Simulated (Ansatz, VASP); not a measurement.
## SrCl2: VASP beside Ansatz

File INCAR:

```
PREC = Accurate ; ENCUT = 500
EDIFF = 1E-6 ; ISMEAR = 0
SIGMA = 0.1 ; LREAL = False
LASPH = True ; NELM = 120
ALGO = Normal ; ISIF = 2
LWAVE = False ; LCHARG = True
GGA = PE ; LELF = True
LVHAR = True ; NBANDS = 19
GGA_COMPAT = False
```

KPOINTS

```
regular mesh
0
Gamma
  4 4 4
```

POSCAR

```
SrCl2
1.0
    0.0000000000      3.4855001000      3.4855001000
    3.4855001000      0.0000000000      3.4855001000
    3.4855001000      3.4855001000      0.0000000000
Sr Cl
1 2
Direct
    0.0000000000      0.0000000000      0.0000000000
    0.2500000000      0.2500000000      0.2500000000
    0.7500000000      0.7500000000      0.7500000000
```

Input for Ansatz:

```yaml
crystal:
  lattice:
    - [0.0, 3.4855001, 3.4855001]
    - [3.4855001, 0.0, 3.4855001]
    - [3.4855001, 3.4855001, 0.0]
  atoms:
    - { symbol: Sr, position: [0.0, 0.0, 0.0] }
    - { symbol: Cl, position: [0.25, 0.25, 0.25] }
    - { symbol: Cl, position: [0.75, 0.75, 0.75] }
basis:
  ecutwfc: 420
kpoints:
  mp_grid: { grid: [4, 4, 4] }
hamiltonian:
  xc: pbe
scf:
  occupations: { method: gaussian, width: 0.1 }
  lower_state_search: "off"
output:
  forces: true
  stress: true
  eigenvalues: true
```

Alike in both runs: task single point; functional PBE; k mesh 4 × 4 × 4; occupations gaussian, width 0.1 eV; no spin polarisation.

|  | VASP | Ansatz |
| --- | --- | --- |
| version | VASP 6.6.1 | Ansatz 0.2.0 |
| potentials or method | VASP PAW PBE potentials, release 64 (Sr_sv, Cl), cutoff 500 eV | scalar-relativistic, plane waves, PAW |
| valence electrons in the cell | 24 | 24 |

|  | VASP | Ansatz | Ansatz less VASP |
| --- | --- | --- | --- |
| gap on the k mesh at the Fermi level (eV) | 5.35 | 5.35 | +0.005 |
| least direct gap on the mesh (eV) | 5.50 | 5.51 | +0.003 |
| pressure (GPa) | 1.2 | 1.1 | -0.07 |
